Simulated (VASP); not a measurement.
# Bi2Te3 in VASP: a series of runs

Runs on Bi2Te3. Level: PBE+D3(BJ). Tasks: single point.

All numbers are computed with VASP 6.6.1; they aren't measurements. Logs are shortened: lines on timing, memory, paths and dates and some standing lists are left out, and cuts for length are marked.

### Step 1. The cell of the first run

The cell holds a slab with vacuum, 10 atoms: a = 4.350 Å, b = 4.350 Å, c = 62.898 Å, α = 90.00°, β = 90.00°, γ = 120.00°.

### Step 2. Single point, PBE+D3(BJ)

INCAR reads:

```
SYSTEM = Bi2Te3
ALGO = Normal ; DIPOL = 0.5 0.5 0.500
EDIFF = 1E-7 ; ENCUT = 520
GGA = PE ; IDIPOL = 3
ISIF = 2 ; ISMEAR = 0
IVDW = 12 ; KPAR = 2
LASPH = .TRUE. ; LCHARG = .FALSE.
LDIPOL = .TRUE. ; LREAL = .FALSE.
LWAVE = .FALSE. ; NBANDS = 59
NELM = 80 ; PREC = Accurate
SIGMA = 0.02
```

KPOINTS reads:

```
k-points
0
G
  6 6 1
  0 0 0
```

POSCAR reads:

```
Bi2Te3
1.0
    4.3497383004      0.0000000000      0.0000000000
   -2.1748691502      3.7669838679      0.0000000000
    0.0000000000      0.0000000000     62.8978156146
Te Bi
6 4
Direct
    0.0000000000      0.0000000000      0.3559887737
    0.6666666667      0.3333333333      0.4162365829
    0.3333333333      0.6666666667      0.4765019726
    0.0000000000      0.0000000000      0.5234977713
    0.6666666667      0.3333333333      0.5837633542
    0.3333333333      0.6666666667      0.6440114618
    0.3333333333      0.6666666667      0.3836857887
    0.0000000000      0.0000000000      0.4486226454
    0.3333333333      0.6666666667      0.5513769037
    0.0000000000      0.0000000000      0.6163147456
```

Potentials or basis: VASP PAW PBE potentials, release 64 (Te, Bi_d).

Launch:

```sh
$ cat potpaw_PBE.64/Te/POTCAR potpaw_PBE.64/Bi_d/POTCAR > POTCAR
$ mpirun -np 2 vasp_std > vasp.out
```

OUTCAR:

```text
SYSTEM = Bi2Te3
   EDIFF = 1E-7
   ENCUT = 520
   GGA = PE
   ISIF = 2
   ISMEAR = 0
   IVDW = 12
   LASPH = .TRUE.
   LREAL = .FALSE.
   NELM = 80
   PREC = Accurate
 IVDW          = 12

 ion  position               nearest neighbor table
   1  0.000  0.000  0.356-   7 3.06   7 3.06   7 3.06
   2  0.667  0.333  0.416-   8 3.23   8 3.23   8 3.23   7 3.24   7 3.24   7 3.24
   3  0.333  0.667  0.477-   8 3.06   8 3.06   8 3.06
   4  0.000  0.000  0.523-   9 3.06   9 3.06   9 3.06
   5  0.667  0.333  0.584-   9 3.23   9 3.23   9 3.23  10 3.24  10 3.24  10 3.24
   6  0.333  0.667  0.644-  10 3.06  10 3.06  10 3.06
   7  0.333  0.667  0.384-   1 3.06   1 3.06   1 3.06   2 3.24   2 3.24   2 3.24
   8  0.000  0.000  0.449-   3 3.06   3 3.06   3 3.06   2 3.23   2 3.23   2 3.23
   9  0.333  0.667  0.551-   4 3.06   4 3.06   4 3.06   5 3.23   5 3.23   5 3.23
  10  0.000  0.000  0.616-   6 3.06   6 3.06   6 3.06   5 3.24   5 3.24   5 3.24

  LATTYP: Found a hexagonal cell.
 ALAT       =     4.3497383004
 C/A-ratio  =    14.4601378912

  Lattice vectors:

 A1 = (   4.3497383004,   0.0000000000,   0.0000000000)
 A2 = (  -2.1748691502,   3.7669838679,   0.0000000000)
 A3 = (   0.0000000000,   0.0000000000,  62.8978156146)

Analysis of symmetry for initial positions (statically):
=====================================================================
 Subroutine PRICEL returns:
 Original cell was already a primitive cell.

 Routine SETGRP: Setting up the symmetry group for a
 hexagonal supercell.

 Subroutine GETGRP returns: Found 12 space group operations
 (whereof  6 operations were pure point group operations)
 out of a pool of 24 trial point group operations.

The static configuration has the point symmetry C_3v.
 The point group associated with its full space group is D_3d.

Analysis of symmetry for dynamics (positions and initial velocities):
=====================================================================
 Subroutine PRICEL returns:
 Original cell was already a primitive cell.

 Routine SETGRP: Setting up the symmetry group for a
 hexagonal supercell.

 Subroutine GETGRP returns: Found 12 space group operations
 (whereof  6 operations were pure point group operations)
 out of a pool of 24 trial point group operations.

The dynamic configuration has the point symmetry C_3v.
 The point group associated with its full space group is D_3d.

 Subroutine INISYM returns: Found 12 space group operations
 (whereof  6 operations are pure point group operations),
 and found     1 'primitive' translations

[... 108 lines left out ...]
   EFERMI_NEDOS =   21; number of points for ismear=-14 and -15
   IALGO  =     38    algorithm
   IMIX   =      4    mixing-type and parameters
     AMIX     =   0.40;   BMIX     =  1.00
     AMIX_MAG =   1.60;   BMIX_MAG =  1.00
  volume/ion in A,a.u.               =     103.06       695.49
  Fermi-wavevector in a.u.,A,eV,Ry     =   0.742109  1.402383  7.493081  0.550726
  Thomas-Fermi vector in A             =   1.836910
   LORBIT       =      0    0 simple, 1 ext, 2 COOP (PROOUT), +10 PAW based schemes
   GGA     = PE    functional components
   LHFCALC =     F    Hartree Fock is set to
   AEXX    =    0.0000 exact exchange contribution
   IVDW    =    12    specifies the selected vdW correction
   LEPSILON=     F    determine dielectric tensor
   LRPA    =     F    only Hartree local field effects (RPA)
 non-spin polarized calculation
 Gauss-broadening in eV      SIGMA  =   0.02
  energy-cutoff  :      520.00
  volume of cell :     1030.61
 maximum number of plane-waves:     27822
   NGX = 17   NGY = 17   NGZ =233

 dipolmoment           0.000000      0.000000     -0.000000 electrons x Angstroem

 number of electron      96.0000009 magnetization

 dipolmoment           0.000000      0.000000      0.001334 electrons x Angstroem

 Free energy of the ion-electron system (eV)
  ---------------------------------------------------
  ext. energy  EPLUGINS =         0.00000000
  ---------------------------------------------------
  free energy    TOTEN  =       -36.61701724 eV

  energy without entropy =      -36.61701724  energy(sigma->0) =      -36.61701724

 E-fermi :  -1.3406     XC(G=0):  -3.2769

 val. band max:       -1.4678702941   @ k =   0.0000   0.0000   0.0000
 cond. band min:      -0.7274402962   @ k =   0.0000   0.0000   0.0000
 fundamental gap:      0.7404299979
 Fermi energy:        -1.3406214700

 k-point     1 :       0.0000    0.0000    0.0000
  band No.  band energies     occupation
      1     -24.4278      2.00000
      2     -24.4278      2.00000
      3     -24.4167      2.00000
      4     -24.4146      2.00000
      5     -24.4146      2.00000
      6     -24.4132      2.00000
[... 423 lines left out ...]
     58       2.6106      0.00000
     59       2.8772      0.00000

------------------------ aborting loop because EDIFF is reached ----------------------------------------

 vacuum level on the upper side and lower side of the slab       (xc-potential included)         0.000        -0.014

 Edisp (eV)   -3.97093

 E8    (eV) :    -1.9185

  FORCE on cell =-STRESS in cart. coord.  units (eV):
  Direction    XX          YY          ZZ          XY          YZ          ZX
  --------------------------------------------------------------------------------------
  -------------------------------------------------------------------------------------
  Total      -0.06111    -0.06111    -0.08459    -0.00000    -0.00000     0.00000
  in kB      -0.09500    -0.09500    -0.13151    -0.00000    -0.00000     0.00000
  external pressure =       -0.11 kB  Pullay stress =        0.00 kB

 VOLUME and BASIS-vectors are now :
 -----------------------------------------------------------------------------
  energy-cutoff  :      520.00
  volume of cell :     1030.61
      direct lattice vectors                 reciprocal lattice vectors
     4.349738300  0.000000000  0.000000000     0.229898888  0.132732185  0.000000000
    -2.174869150  3.766983868  0.000000000     0.000000000  0.265464370  0.000000000
     0.000000000  0.000000000 62.897815615     0.000000000  0.000000000  0.015898803

 POSITION                                       TOTAL-FORCE (eV/Angst)
 -----------------------------------------------------------------------------------
      0.00000      0.00000     22.39092         0.000000     -0.000000     -0.011020
      2.17487      1.25566     26.18037         0.000000     -0.000000      0.009399
     -0.00000      2.51132     29.97093        -0.000000      0.000000      0.006822
      0.00000      0.00000     32.92687         0.000000     -0.000000     -0.006822
      2.17487      1.25566     36.71744        -0.000000      0.000000     -0.009399
     -0.00000      2.51132     40.50691        -0.000000      0.000000      0.011020
     -0.00000      2.51132     24.13300         0.000000      0.000000      0.014612
      0.00000      0.00000     28.21738        -0.000000      0.000000     -0.019557
     -0.00000      2.51132     34.68040         0.000000     -0.000000      0.019557
      0.00000      0.00000     38.76485         0.000000     -0.000000     -0.014612
 -----------------------------------------------------------------------------------
    total drift:                                0.000000     -0.000001      0.163493

  FREE ENERGIE OF THE ION-ELECTRON SYSTEM (eV)
  ---------------------------------------------------
  free  energy   TOTEN  =       -40.5879485850 eV

  energy  without entropy=      -40.5879485850  energy(sigma->0) =      -40.58794858

 vacuum level on the upper side and lower side of the slab         3.604         3.590
```

stdout:

```text
POSCAR found type information on POSCAR TeBi
 POSCAR found :  2 types and      10 ions
 scaLAPACK will be used
 LDA part: xc-table for (Slater+PW92), standard interpolation
 -----------------------------------------------------------------------------
|                                                                             |
|           W    W    AA    RRRRR   N    N  II  N    N   GGGG   !!!           |
|           W    W   A  A   R    R  NN   N  II  NN   N  G    G  !!!           |
|           W    W  A    A  R    R  N N  N  II  N N  N  G       !!!           |
|           W WW W  AAAAAA  RRRRR   N  N N  II  N  N N  G  GGG   !            |
|           WW  WW  A    A  R   R   N   NN  II  N   NN  G    G                |
|           W    W  A    A  R    R  N    N  II  N    N   GGGG   !!!           |
|                                                                             |
|     One of the lattice vectors is very long (>50 A), but AMIN is rather     |
|     large. This can spoil convergence since charge sloshing might occur     |
|     along the long lattice vector. If problems with convergence are         |
|     observed, try to decrease AMIN to a smaller value (e.g. 0.01).          |
|     Note: This warning only applies if the self-consistency cycle is        |
|     used.                                                                   |
|                                                                             |
 -----------------------------------------------------------------------------

 POSCAR, INCAR and KPOINTS ok, starting setup
 FFT: planning ... GRIDC
 FFT: planning ... GRID_SOFT
 FFT: planning ... GRID
 WAVECAR not read
 entering main loop
```

It took 15 min on 2 MPI ranks of Intel Xeon Platinum 8259CL at 2.50GHz (Skylake/Cascade Lake), shared host; peak memory 1.1 GiB.

What came out:

```yaml
Free_energy: -40.5879 eV
Largest_force: 0.020 eV/Å
Band_gap_on_the_k_mesh: 0.74 eV
Dispersion_energy_per_atom: -0.397 eV
```

Forces on the atoms (eV/Å):
```
Te   0.000  0.000 -0.011
Te   0.000  0.000  0.009
Te   0.000  0.000  0.007
Te   0.000  0.000 -0.007
Te   0.000  0.000 -0.009
Te   0.000  0.000  0.011
Bi   0.000  0.000  0.015
Bi   0.000  0.000 -0.020
Bi   0.000  0.000  0.020
Bi   0.000  0.000 -0.015
```

Caveat: spin-orbit coupling is left out, which moves the levels of the heavy elements.

### Step 3. Single point, PBE+D3(BJ)

INCAR reads:

```
PREC     = Accurate       # precision mode
ENCUT    = 520            # plane-wave cutoff, eV
EDIFF    = 1E-6           # SCF threshold, eV
ISMEAR   = 0              # smearing method
SIGMA    = 0.02           # smearing width, eV
LREAL    = False          # projectors in reciprocal space
LASPH    = True           # aspherical terms in the spheres
NELM     = 80             # most SCF steps
ALGO     = Normal         # electronic algorithm
ISIF     = 2              # what is computed and relaxed
LWAVE    = False          # write WAVECAR
LCHARG   = False          # write CHGCAR
LDIPOL   = True         
IDIPOL   = 3            
DIPOL    = 0.5 0.5 0.500
GGA      = PE             # functional
IVDW     = 12             # dispersion correction
NBANDS   = 59             # bands
KPAR     = 2
```

KPOINTS reads:

```
Automatic mesh
0
Gamma
  6 6 1
```

POSCAR reads:

```
Bi2Te3
1.0
    4.3497383004      0.0000000000      0.0000000000
   -2.1748691502      3.7669838679      0.0000000000
    0.0000000000      0.0000000000     62.8978156146
Te Bi
6 4
Direct
    0.0000000000      0.0000000000      0.3498870863
    0.6666666667      0.3333333333      0.4100877553
    0.3333333333      0.6666666667      0.4703111445
    0.3333333333      0.6666666667      0.5296889032
    0.0000000000      0.0000000000      0.5899124998
    0.6666666667      0.3333333333      0.6501129081
    0.3333333333      0.6666666667      0.3775847378
    0.0000000000      0.0000000000      0.4424892133
    0.6666666667      0.3333333333      0.5575104639
    0.3333333333      0.6666666667      0.6224152879
```

Potentials or basis: VASP PAW PBE potentials, release 64 (Te, Bi_d).

Launch:

```sh
$ cat potpaw_PBE.64/Te/POTCAR potpaw_PBE.64/Bi_d/POTCAR > POTCAR
$ mpirun -np 2 vasp_std > vasp.out
```

It took 9.1 min on 2 MPI ranks of Intel Xeon Platinum 8259CL at 2.50GHz (Skylake/Cascade Lake), shared host; peak memory 1.1 GiB.

Results (log left out):

```yaml
Free_energy: -40.4431 eV
Largest_force: 0.013 eV/Å
Band_gap_on_the_k_mesh: 0.82 eV (least direct gap 0.93 eV)
Dispersion_energy_per_atom: -0.383 eV
```

Forces on the atoms (eV/Å):
```
Te   0.000  0.000 -0.013
Te   0.000  0.000  0.001
Te   0.000  0.000  0.009
Te   0.000  0.000 -0.009
Te   0.000  0.000 -0.001
Te   0.000  0.000  0.013
Bi   0.000  0.000  0.006
Bi   0.000  0.000 -0.008
Bi   0.000  0.000  0.008
Bi   0.000  0.000 -0.006
```

Levels at points of the mesh, in eV from the valence-band top:
```tsv
k point	band 44	band 45	band 46	band 47	band 48	band 49	band 50	band 51	band 52	band 53
(0.00, 0.00, 0.00)	-0.53	-0.53	-0.48	-0.48	-0.11	0.82	0.90	1.36	1.36	1.42
(0.50, 0.00, 0.00)	-1.31	-1.02	-0.78	-0.72	-0.62	1.26	1.35	1.96	1.99	2.05
```

Caveat: spin-orbit coupling is left out, which moves the levels of the heavy elements.
